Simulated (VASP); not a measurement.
A run of VASP 6.6.1 is set up as follows.

File INCAR:

```
PREC = Accurate
ENCUT = 520
EDIFF = 1E-7
ISMEAR = -1
SIGMA = 0.05
LREAL = False
LASPH = True
NELM = 100
ALGO = Normal
ISIF = 2
LWAVE = False
LCHARG = False
GGA = PE
NBANDS = 12
```

Contents of KPOINTS:

```
Automatic mesh
0
Gamma
  7 7 9
```

POSCAR

```
As
1.0
    4.5664000000      0.0000000000      0.0000000000
   -2.2832000000      3.9546200000      0.0000000000
    0.0000000000      0.0000000000      2.8337400000
As
2
Direct
    0.3333300000      0.6666700000      0.0000000000
    0.6666700000      0.3333300000      0.0000000000
```

Potentials or basis: VASP PAW PBE potentials, release 64 (As).

Launch:

```bash
$ cat potpaw_PBE.64/As/POTCAR > POTCAR
$ mpirun -np 1 vasp_std > vasp.out
```

Task: Estimate the pressure.

Result: 0.0 GPa.

Task: Estimate the band gap on the k mesh.

Result: Zero (band 5 reaches 5.83 eV, above the bottom of band 6 at 2.32 eV).

Stress tensor (GPa, compression positive):
```
-0.94  0.00  0.00
 0.00 -0.94  0.00
 0.00  0.00  1.86
```
